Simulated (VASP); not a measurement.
A run of VASP 6.6.1:

The input INCAR:

```
PREC = Accurate ; ENCUT = 600
EDIFF = 1E-7 ; ISMEAR = -1
SIGMA = 0.05 ; LREAL = False
LASPH = True ; NELM = 200
ALGO = Normal ; ISIF = 3
LWAVE = False ; LCHARG = False
ISPIN = 2 ; MAGMOM = 7 0
LORBIT = 11 ; LMAXMIX = 6
GGA = PE ; IVDW = 13
IBRION = 2 ; NSW = 60
EDIFFG = -0.01 ; GGA_COMPAT = False
NELMIN = 4
```

The input KPOINTS:

```
regular mesh
0
Gamma
  8 8 8
```

The input POSCAR:

```
EuS
1.0
    0.0000000000      2.9785000000      2.9785000000
    2.9785000000      0.0000000000      2.9785000000
    2.9785000000      2.9785000000      0.0000000000
Eu S
1 1
Direct
    0.0000000000      0.0000000000      0.0000000000
    0.5000000000      0.5000000000      0.5000000000
```

Potentials or basis: VASP PAW PBE potentials, release 64 (Eu, S).

The run is started by

```console
$ cat potpaw_PBE.64/Eu/POTCAR potpaw_PBE.64/S/POTCAR > POTCAR
$ mpirun -np 1 vasp_std > vasp.out
```

Hardware: 1 thread of Oxide Virtual Turin-like Processor, with other jobs on the host.

Problem. Estimate the wall time of this run.

Solution. Run time: 6.2 min on 1 thread of Oxide Virtual Turin-like Processor (shared host), peak memory 0.27 GiB. Counts: scf iterations 64, k points 29, ion steps 3.
